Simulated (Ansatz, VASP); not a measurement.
**One calculation of ZnS, two programs**

```xyz
2
Lattice="0.0000 2.6483 2.6483 2.6483 0.0000 2.6483 2.6483 2.6483 0.0000" Properties=species:S:1:pos:R:3 pbc="T T T"
Zn    0.0000    0.0000    0.0000
S     3.9725    3.9725    3.9725
```

Alike in both runs: functional LDA; k mesh 10 × 10 × 10; occupations gaussian, width 0.02 eV; no spin polarisation.

Ansatz relaxed the structure, and its values are those at the end. VASP's run is a single point on that final structure, the one shown.

|  | VASP | Ansatz |
| --- | --- | --- |
| version | VASP 6.6.1 | Ansatz 0.2.0 |
| potentials or method | VASP PAW LDA potentials, release 64 (Zn, S), cutoff 520 eV | scalar-relativistic, plane waves, PAW |
| valence electrons in the cell | 18 | 18 |

VASP gave:

| Quantity | Value |
| --- | --- |
| gap on the k mesh at the Fermi level (eV) | 2.16 |
| least direct gap on the mesh (eV) | 2.16 |
| pressure (GPa) | 0.2 |

Problem. Estimate Ansatz's values.

Solution. gap on the k mesh at the Fermi level (eV): 2.13; least direct gap on the mesh (eV): 2.13; pressure (GPa): 0.0.

LDA's correlation is that of Perdew and Zunger in VASP and of Perdew and Wang (1992) in Ansatz.
